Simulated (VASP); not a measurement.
Set up this calculation in VASP 6.6.1, as the native input.

| Quantity | Value |
| --- | --- |
| Task | single point |
| Functional | PBE |
| Potentials or basis | VASP PAW PBE potentials, release 64 (Mg, Ni, Se) |
| Cutoff | 520 eV |
| k mesh | 6 × 6 × 1 |
| Occupations | gaussian, width 0.1 eV |
| Spin | collinear spin |
| Starting moments | [0.0, 0.0, 0.0, 0.0, 0.0, 1.36, 0.0, 0.0, 0.0, 0.0, 0.22, 0.22] μB |
| Dipole correction | no |
| Further INCAR settings | ALGO = Normal; EDIFF = 1e-06; NBANDS = 44 |

The structure of Mg5NiSe6 lies in POSCAR:

```
Mg5NiSe6
1.0
    3.8536813000      0.0000000000      0.0000000000
   -1.9268407000      3.3373859000      0.0000000000
    0.0000000000      0.0000000000     18.8490532000
Mg Ni Se
5 1 6
Direct
    0.0000000000      0.0000000000      0.6568280000
    0.0000000000      0.0000000000      0.0000000000
    0.0000000000      0.0000000000      0.3431720000
    0.0000000000      0.0000000000      0.8284070000
    0.0000000000      0.0000000000      0.1715930000
    0.0000000000      0.0000000000      0.5000000000
    0.3333333000      0.6666667000      0.7426240000
    0.3333333000      0.6666667000      0.0857850000
    0.6666667000      0.3333333000      0.9142150000
    0.6666667000      0.3333333000      0.2573760000
    0.3333333000      0.6666667000      0.4293830000
    0.6666667000      0.3333333000      0.5706170000
```

One way to write it, as run:

INCAR

```
  PREC = Accurate
  ENCUT = 520
  EDIFF = 1E-6
  ISMEAR = 0
  SIGMA = 0.1
  LREAL = False
  LASPH = True
  NELM = 150
  ALGO = Normal
  ISIF = 2
  LWAVE = False
  LCHARG = False
  ISPIN = 2
  MAGMOM = 0 0 0 0 0 1.36 0 0 0 0 0.22 0.22
  LORBIT = 11
  LMAXMIX = 4
  GGA = PE
  NBANDS = 44
```

KPOINTS

```
regular mesh
0
Gamma
  6 6 1
```

Potentials or basis: VASP PAW PBE potentials, release 64 (Mg, Ni, Se).

Command:

```sh
$ cat potpaw_PBE.64/Mg/POTCAR potpaw_PBE.64/Ni/POTCAR potpaw_PBE.64/Se/POTCAR > POTCAR
$ mpirun -np 1 vasp_std > vasp.out
```

Results of the run:

```
Pressure                                              : -0.1 GPa
Largest force                                         : 0.032 eV/Å
Band gap on the k mesh                                : 0.27 eV (least direct gap 0.38 eV)
Net moment                                            : 1.99 μB per cell
Site moments                                          : Mg +0.01, +0.00 (each value once); Ni +1.20; Se +0.02, +0.00, +0.20 (each value once) μB
Valence electrons inside the program's atomic spheres : Mg 0.30; Ni 8.96; Se 3.93, 3.87 (each value once)
```

Caveat: an odd mesh through Γ misses points on the zone boundary, where band edges can lie; a cell with one magnetic atom can't hold antiferromagnetic order, which such compounds often take.

Wall time 5.1 min on 1 thread of Intel(R) Xeon(R) Platinum 8259CL CPU @ 2.50GHz (Skylake/Cascade Lake) (shared host), peak memory 0.49 GiB.
